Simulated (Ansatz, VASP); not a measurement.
One calculation of Cd3HgTe4, two programs

```
Cd Hg Te
1.0
     4.70345    0.00000    0.00000
     0.00000    4.70345    0.00000
     0.00000    0.00000   13.14323
Cd Hg Te
3 1 4
Direct
  0.00000 0.00000 0.75053
  0.50000 0.50000 0.00000
  0.00000 0.00000 0.24947
  0.50000 0.50000 0.50000
  0.50000 0.00000 0.87530
  0.00000 0.50000 0.12470
  0.50000 0.00000 0.37380
  0.00000 0.50000 0.62620
```

Alike in both runs: functional PBE; k mesh 4 × 4 × 2; occupations gaussian, width 0.1 eV; no spin polarisation.

Ansatz relaxed the structure, and its values are those at the end. VASP's run is a single point on that final structure, the one shown.

|  | VASP | Ansatz |
| --- | --- | --- |
| version | VASP 6.6.1 | Ansatz 0.2.0 |
| potentials or method | VASP PAW PBE potentials, release 64 (Cd, Hg, Te), cutoff 520 eV | scalar-relativistic, plane waves, PAW |
| valence electrons in the cell | 72 | 144 |

Ansatz gave:

| Property | Result |
| --- | --- |
| gap on the k mesh at the Fermi level (eV) | 0.17 |
| least direct gap on the mesh (eV) | 0.17 |
| pressure (GPa) | 0.1 |

Problem. What did VASP give for the same quantities?

Solution. gap on the k mesh at the Fermi level (eV): 0.16; least direct gap on the mesh (eV): 0.16; pressure (GPa): 0.2.

With one functional, cell and mesh, what is left measures potentials, basis and numerics. VASP's potentials hold 72 valence electrons a cell and Ansatz's 144, so a difference there can come from the potentials and not from the codes.

Spin-orbit coupling is off throughout.
